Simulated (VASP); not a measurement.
# AlBOs (I4mm) in VASP: a series of runs

Runs on AlBOs. Level: PBE. Tasks: single point, relaxation of cell and atoms.

All numbers are computed with VASP 6.6.1; they aren't measurements. Logs are shortened: lines on timing, memory, paths and dates and some standing lists are left out, and cuts for length are marked.

## Step 1: The cell of the first run

Symmetry: I4mm, No. 107, tetragonal system. Conventional cell: a = 2.893 Å, b = 2.893 Å, c = 8.315 Å, α = 90.00°, β = 90.00°, γ = 90.00°. Al (site symmetry 4mm) has 5 Os at 2.47 to 2.65 Å and 5 B at 2.57 to 2.61 Å and 4 Al at 2.89 Å within 3.3 Å. Within 3.0 Å of B (site symmetry 4mm) lie 4 Os at 2.24 Å and 5 Al at 2.57 to 2.61 Å and 4 B at 2.89 Å. Within 3.0 Å of Os (site symmetry 4mm) lie 4 B at 2.24 Å and 5 Al at 2.47 to 2.65 Å and 4 Os at 2.89 Å.

## Step 2: Single point, PBE

INCAR reads:

```
SYSTEM = AlBOs
PREC = Accurate
ENCUT = 520
EDIFF = 1E-6
ISMEAR = -1
SIGMA = 0.15
LREAL = .FALSE.
LASPH = .TRUE.
NELM = 100
ALGO = Fast
ISIF = 2
LWAVE = .FALSE.
LCHARG = .FALSE.
GGA = PE
NBANDS = 14
```

KPOINTS reads:

```
regular mesh
0
G
  20 20 20
  0 0 0
```

POSCAR reads:

```
AlBOs
1.0
   -1.4465499460      1.4465499460      4.1574797276
    1.4465499460     -1.4465499460      4.1574797276
    1.4465499460      1.4465499460     -4.1574797276
Al B Os
1 1 1
Direct
    0.3277179614      0.3277179614      0.0000000000
    0.6412734571      0.6412734571      0.0000000000
    0.0310085814      0.0310085814      0.0000000000
```

Potentials or basis: VASP PAW PBE potentials, release 64 (Al, B, Os).

Started as:

```bash
cat potpaw_PBE.64/Al/POTCAR potpaw_PBE.64/B/POTCAR potpaw_PBE.64/Os/POTCAR > POTCAR
mpirun -np 1 vasp_std > vasp.out
```

OUTCAR:

```text
SYSTEM = AlBOs
   PREC = Accurate
   ENCUT = 520
   EDIFF = 1E-6
   ISMEAR = -1
   LREAL = .FALSE.
   LASPH = .TRUE.
   NELM = 100
   ISIF = 2
   GGA = PE

 ion  position               nearest neighbor table
   1  0.328  0.328  0.000-   3 2.47   2 2.57   2 2.57   2 2.57   2 2.57   2 2.61   3 2.65   3 2.65
                             3 2.65   3 2.65
   2  0.641  0.641  0.000-   3 2.24   3 2.24   3 2.24   3 2.24   1 2.57   1 2.57   1 2.57   1 2.57
                             1 2.61
   3  0.031  0.031  0.000-   2 2.24   2 2.24   2 2.24   2 2.24   1 2.47   1 2.65   1 2.65   1 2.65
                             1 2.65

  LATTYP: Found a body centered tetragonal cell.
 ALAT       =     2.8930998920
 C/A-ratio  =     2.8740657999

  Lattice vectors:

 A1 = (  -1.4465499460,   1.4465499460,   4.1574797276)
 A2 = (   1.4465499460,  -1.4465499460,   4.1574797276)
 A3 = (   1.4465499460,   1.4465499460,  -4.1574797276)

Analysis of symmetry for initial positions (statically):
=====================================================================
 Subroutine PRICEL returns:
 Original cell was already a primitive cell.

 Routine SETGRP: Setting up the symmetry group for a
 body centered tetragonal supercell.

 Subroutine GETGRP returns: Found  8 space group operations
 (whereof  8 operations were pure point group operations)
 out of a pool of 16 trial point group operations.

The static configuration has the point symmetry C_4v.

Analysis of symmetry for dynamics (positions and initial velocities):
=====================================================================
 Subroutine PRICEL returns:
 Original cell was already a primitive cell.

 Routine SETGRP: Setting up the symmetry group for a
 body centered tetragonal supercell.

 Subroutine GETGRP returns: Found  8 space group operations
 (whereof  8 operations were pure point group operations)
 out of a pool of 16 trial point group operations.

The dynamic configuration has the point symmetry C_4v.

 Subroutine INISYM returns: Found  8 space group operations
 (whereof  8 operations are pure point group operations),
 and found     1 'primitive' translations

----------------------------------------------------------------------------------------

                                     Primitive cell

  volume of cell :      34.7982

  direct lattice vectors                    reciprocal lattice vectors
    -1.446549946  1.446549946  4.157479728     0.000000000  0.345650008  0.120265169
     1.446549946 -1.446549946  4.157479728     0.345650008  0.000000000  0.120265169
     1.446549946  1.446549946 -4.157479728     0.345650008  0.345650008  0.000000000

  length of vectors
     4.633535494  4.633535494  4.633535494     0.365974915  0.365974915  0.488822929

  position of ions in fractional coordinates (direct lattice)
     0.327717961  0.327717961  0.000000000
     0.641273457  0.641273457  0.000000000
     0.031008581  0.031008581  0.000000000

  ion indices of the primitive-cell ions
   primitive index   ion index
                 1           1
                 2           2
                 3           3

----------------------------------------------------------------------------------------

 KPOINTS: regular mesh

Automatic generation of k-mesh.
 Grid dimensions read from file:
 generate k-points for:   20   20   20

 Generating k-lattice:

  Cartesian coordinates                     Fractional coordinates (reciprocal lattice)
     0.000000000  0.017282500  0.006013258     0.050000000  0.000000000 -0.000000000
     0.017282500  0.000000000  0.006013258     0.000000000  0.050000000 -0.000000000
     0.017282500  0.017282500  0.000000000     0.000000000  0.000000000  0.050000000

  Length of vectors
     0.018298746  0.018298746  0.024441146

  Shift w.r.t. Gamma in fractional coordinates (k-lattice)
     0.000000000  0.000000000  0.000000000

 Subroutine IBZKPT returns following result:
 ===========================================

 Found    641 irreducible k-points:

 Following reciprocal coordinates:
            Coordinates               Weight
  0.000000  0.000000  0.000000      1.000000
  0.050000  0.000000  0.000000      8.000000
  0.100000 -0.000000  0.000000      8.000000
  0.150000  0.000000  0.000000      8.000000
  0.200000 -0.000000  0.000000      8.000000
  0.250000 -0.000000  0.000000      8.000000
[... 16 lines left out ...]
 -0.400000  0.050000  0.000000     16.000000
 -0.350000  0.050000  0.000000     16.000000
 [... further k-points ...]
   k-points           NKPTS =    641   k-points in BZ     NKDIM =    641   number of bands    NBANDS=     14
   number of dos      NEDOS =    301   number of ions     NIONS =      3
   total plane-waves  NPLWV =  46656
   dimension x,y,z NGX =    36 NGY =   36 NGZ =   36
   dimension x,y,z NGXF=    72 NGYF=   72 NGZF=   72
   ions per type =               1   1   1
   NGX,Y,Z   is equivalent  to a cutoff of  12.92, 12.92, 12.92 a.u.
   NGXF,Y,Z  is equivalent  to a cutoff of  25.83, 25.83, 25.83 a.u.
 SYSTEM =  AlBOs
   PREC   = accura    normal or accurate (medium, high low for compatibility)
   ISTART =      0    job   : 0-new  1-cont  2-samecut
   ICHARG =      2    charge: 1-file 2-atom 10-const
   ISPIN  =      1    spin polarized calculation?
   LNONCOLLINEAR =      F non collinear calculations
   LSORBIT =      F    spin-orbit coupling
   LASPH  =      T    aspherical Exc in radial PAW
   ENCUT  =  520.0 eV  38.22 Ry    6.18 a.u.   8.62  8.62  8.62*2*pi/ulx,y,z
   NELM   =    100;   NELMIN=  2; NELMDL= -5     # of ELM steps
   EDIFF  = 0.1E-05   stopping-criterion for ELM
   LREAL  =      F    real-space projection
   EDIFFG = 0.1E-04   stopping-criterion for IOM
   NSW    =      0    number of steps for IOM
   IBRION =     -1    ionic relax: 0-MD 1-quasi-New 2-CG
   NFREE  =      0    steps in history (QN), initial steepest desc. (CG)
   ISIF   =      2    stress and relaxation
   ISYM   =      2    0-nonsym 1-usesym 2-fastsym
   POTIM  = 0.5000    time-step for ionic-motion
   TEBEG  =    0.0;   TEEND  =   0.0 temperature during run
   PSTRESS=    0.0 pullay stress
   NELECT =      14.0000    total number of electrons
   NUPDOWN=      -1.0000    fix difference up-down
   EMIN   =  10.00;   EMAX   =-10.00  energy-range for DOS
   EFERMI =   0.00;   METHOD = LEGACY
   ISMEAR =    -1;   SIGMA  =   0.15  broadening in eV -4-tet -1-fermi 0-gaus
   EFERMI_NEDOS =   21; number of points for ismear=-14 and -15
   IALGO  =     68    algorithm
   IMIX   =      4    mixing-type and parameters
     AMIX     =   0.40;   BMIX     =  1.00
     AMIX_MAG =   1.60;   BMIX_MAG =  1.00
  volume/ion in A,a.u.               =      11.60        78.28
  Fermi-wavevector in a.u.,A,eV,Ry     =   1.208552  2.283831 19.872626  1.460597
  Thomas-Fermi vector in A             =   2.344156
   LORBIT       =      0    0 simple, 1 ext, 2 COOP (PROOUT), +10 PAW based schemes
   GGA     = PE    functional components
   LHFCALC =     F    Hartree Fock is set to
   AEXX    =    0.0000 exact exchange contribution
   IVDW    =     0    specifies the selected vdW correction
   LEPSILON=     F    determine dielectric tensor
   LRPA    =     F    only Hartree local field effects (RPA)
 non-spin polarized calculation
 RMM-DIIS sequential band-by-band and
  energy-cutoff  :      520.00
  volume of cell :       34.80
 maximum number of plane-waves:       965
   NGX = 17   NGY = 17   NGZ = 17

 number of electron      14.0000000 magnetization

 Free energy of the ion-electron system (eV)
  ---------------------------------------------------
  ext. energy  EPLUGINS =         0.00000000
  ---------------------------------------------------
  free energy    TOTEN  =       -22.36217448 eV

  energy without entropy =      -22.34455587  energy(sigma->0) =      -22.35336518

 E-fermi :   9.2048     XC(G=0): -12.3851

 val. band max:        9.2030033846   @ k =  -0.3000   0.4000   0.3000
 cond. band min:       9.2268791339   @ k =  -0.3500   0.4000   0.3000
 fundamental gap:      0.0238757493
 Fermi energy:         9.2048171428

 k-point     1 :       0.0000    0.0000    0.0000
  band No.  band energies     occupation
      1      -3.6912      2.00000
      2       1.8318      2.00000
      3       4.1162      2.00000
      4       5.5652      2.00000
      5       6.7314      2.00000
      6       6.7314      2.00000
      7       8.9013      1.76650
      8      11.4508      0.00000
      9      12.9129      0.00000
     10      12.9129      0.00000
     11      15.6025      0.00000
     12      17.6283      0.00000
     13      18.4864      0.00000
     14      18.4864      0.00000

 k-point     2 :       0.0500    0.0000    0.0000
  band No.  band energies     occupation
      1      -3.6347      2.00000
      2       1.8664      2.00000
      3       4.1375      2.00000
      4       5.4142      2.00000
      5       6.7430      2.00000
      6       6.8360      2.00000
      7       8.7684      1.89662
      8      11.4245      0.00000
      9      12.7902      0.00000
     10      13.0649      0.00000
     11      15.5172      0.00000
     12      17.3469      0.00000
     13      18.5266      0.00000
     14      18.8959      0.00000
[... 343 lines left out ...]
      1      -0.5762      2.00000
      2       2.0049      2.00000
      3       3.4186      2.00000
      4       4.6717      2.00000
      5       5.7437      2.00000
      6       6.3375      2.00000
      7       8.0430      1.99913
      8      10.3712      0.00084
      9      11.7469      0.00000
     10      13.2984      0.00000
     11      15.0157      0.00000
     12      18.4451      0.00000
     13      19.5099      0.00000
     14      20.9903      0.00000

 k-point    24 :      -0.3500    0.0500    0.0000
  band No.  band energies     occupation
      1      -1.2158      2.00000
      2       2.3483      2.00000
      3       3.5993      2.00000
      4       4.5458      2.00000
      5       5.8990      2.00000
      6       6.5970      2.00000
      7       7.9891      1.99940
      8      10.3690      0.00085
      9      11.6662      0.00000
     10      13.3279      0.00000
     11      14.9629      0.00000
     12      18.3479      0.00000
     13      19.8263      0.00000
     14      20.6529      0.00000

 [... further k-points ...]

------------------------ aborting loop because EDIFF is reached ----------------------------------------

  FORCE on cell =-STRESS in cart. coord.  units (eV):
  Direction    XX          YY          ZZ          XY          YZ          ZX
  --------------------------------------------------------------------------------------
  -------------------------------------------------------------------------------------
  Total        0.1256030      0.1256030      0.0330441      0.0000000      0.0000000      0.0000000
  in kB        5.7830056      5.7830056      1.5214145      0.0000000      0.0000000      0.0000000
  external PRESSURE =       4.3624752 kB  Pullay stress =       0.0000000 kB

 VOLUME and BASIS-vectors are now :
 -----------------------------------------------------------------------------
  energy-cutoff  :      520.00
  volume of cell :       34.80
      direct lattice vectors                 reciprocal lattice vectors
    -1.446549946  1.446549946  4.157479728     0.000000000  0.345650008  0.120265169
     1.446549946 -1.446549946  4.157479728     0.345650008  0.000000000  0.120265169
     1.446549946  1.446549946 -4.157479728     0.345650008  0.345650008  0.000000000

 POSITION                                       TOTAL-FORCE (eV/Angst)
 -----------------------------------------------------------------------------------
      0.00000      0.00000      2.72496        -0.000000     -0.000000     -0.004878
      0.00000      0.00000      5.33216         0.000000      0.000000      0.051023
      0.00000      0.00000      0.25784         0.000000      0.000000     -0.046145
 -----------------------------------------------------------------------------------
    total drift:                               -0.000000     -0.000000     -0.000141

  FREE ENERGIE OF THE ION-ELECTRON SYSTEM (eV)
  ---------------------------------------------------
  free  energy   TOTEN  =       -22.3621744781 eV

  energy  without entropy=      -22.3445558725  energy(sigma->0) =      -22.35336518
```

Run time: 3.8 min. Hardware: 1 thread of Intel Xeon 6975P-C (Granite Rapids), shared host; peak memory 0.52 GiB.

Results:

- Free energy: -22.3622 eV
- Pressure: 0.4 GPa
- Largest force: 0.051 eV/Å
- Band gap on the k mesh: zero (bands 7 and 8 overlap by 0.25 eV)

Forces on the atoms (eV/Å):
```
Al   0.000  0.000 -0.005
B    0.000  0.000  0.051
Os   0.000  0.000 -0.046
```

Stress tensor (GPa, compression positive):
```
0.58 0.00 0.00
0.00 0.58 0.00
0.00 0.00 0.15
```

Levels at points of the mesh, in eV from the Fermi level:
| k point | band 5 | band 6 | band 7 | band 8 | band 9 | band 10 |
| --- | --- | --- | --- | --- | --- | --- |
| (0.00, 0.00, 0.00) | -2.47 | -2.47 | -0.30 | 2.25 | 3.71 | 3.71 |
| (0.50, 0.00, 0.00) | -3.72 | -3.64 | -1.02 | 1.16 | 2.70 | 4.10 |
| (0.50, 0.50, 0.00) | -3.28 | -2.00 | -1.18 | 1.66 | 3.11 | 3.62 |
| (0.50, 0.50, 0.50) | -2.06 | -2.06 | -0.28 | 2.48 | 2.48 | 4.80 |

Caveat: spin-orbit coupling is left out, which moves the levels of the heavy elements.

## Step 3: Relaxation of cell and atoms, PBE

INCAR reads:

```
PREC = Accurate
ENCUT = 600
EDIFF = 1E-7
ISMEAR = -1
SIGMA = 0.15
LREAL = False
LASPH = True
NELM = 60
ALGO = Fast
ISIF = 3
LWAVE = False
LCHARG = False
GGA = PE
IBRION = 2
NSW = 80
EDIFFG = -0.001
```

KPOINTS reads:

```
regular mesh
0
Gamma
  20 20 20
```

POSCAR reads:

```
AlBOs
1.0
   -1.4466745970      1.4466745970      4.1530044571
    1.4466745970     -1.4466745970      4.1530044571
    1.4466745970      1.4466745970     -4.1530044571
Al B Os
1 1 1
Direct
    0.3275918947      0.3275918947      0.0000000000
    0.6415974795      0.6415974795      0.0000000000
    0.0308106258      0.0308106258      0.0000000000
```

Potentials or basis: VASP PAW PBE potentials, release 64 (Al, B, Os).

Started as:

```bash
cat potpaw_PBE.64/Al/POTCAR potpaw_PBE.64/B/POTCAR potpaw_PBE.64/Os/POTCAR > POTCAR
mpirun -np 1 vasp_std > vasp.out
```

It took 19 min on 1 thread of Intel Xeon 6975P-C (Granite Rapids), shared host; peak memory 0.62 GiB.

It converged, with:

| Item | Value |
| --- | --- |
| Free energy | -22.3635 eV |
| Relaxed volume | 11.61 Å³/atom |
| Relaxed cell | a = 4.629 Å, b = 4.629 Å, c = 4.629 Å, α = 143.54°, β = 143.54°, γ = 52.51° |
| Space group after relaxing (to 0.1 Å) | I4mm (No. 107) |
| Energy gained by relaxing | 0.1 meV/atom |
| Ionic steps | 9 |
| Pressure after relaxing | 0.0 GPa |
| Band gap on the k mesh | zero (bands 7 and 8 overlap by 0.24 eV) |

Step by step:
| step | energy change (eV) | largest force (eV/Å) | pressure (GPa) | volume (Å³) |
| --- | --- | --- | --- | --- |
| 1 | 0.0000 | 0.0372 | 0.55 | 34.77 |
| 2 | 0.0003 | 0.0353 | -1.04 | 34.97 |
| 3 | -0.0001 | 0.0110 | -0.03 | 34.84 |
| 4 | -0.0001 | 0.0104 | -0.04 | 34.84 |
| 5 | -0.0002 | 0.0086 | -0.02 | 34.83 |
| 6 | -0.0002 | 0.0078 | -0.01 | 34.82 |
| 7 | -0.0002 | 0.0055 | 0.00 | 34.82 |
| 8 | -0.0002 | 0.0053 | -0.01 | 34.82 |
| 9 | -0.0002 | 0.0004 | 0.01 | 34.82 |

Final structure:
```
Al B Os
1.0
    -1.44798    1.44798    4.15155
     1.44798   -1.44798    4.15155
     1.44798    1.44798   -4.15155
Al B Os
1 1 1
Cartesian
  0.0000 0.0000 2.7198
  0.0000 0.0000 5.3294
  0.0000 0.0000 0.2539
```

Levels at points of the mesh, in eV from the Fermi level:
| k point | band 4 | band 5 | band 6 | band 7 | band 8 | band 9 | band 10 | band 11 |
| --- | --- | --- | --- | --- | --- | --- | --- | --- |
| (0.00, 0.00, 0.00) | -3.60 | -2.47 | -2.47 | -0.30 | 2.25 | 3.71 | 3.71 | 6.39 |
| (0.50, 0.00, 0.00) | -3.71 | -3.69 | -3.63 | -1.02 | 1.16 | 2.72 | 4.14 | 5.94 |
| (0.50, 0.50, 0.00) | -3.59 | -3.29 | -2.01 | -1.17 | 1.66 | 3.12 | 3.63 | 4.96 |
| (0.50, 0.50, 0.50) | -3.68 | -2.05 | -2.05 | -0.28 | 2.45 | 2.45 | 4.77 | 7.08 |

Caveat: spin-orbit coupling is left out, which moves the levels of the heavy elements.

The gap in the log of VASP goes by the Fermi energy; the results here count the filled bands.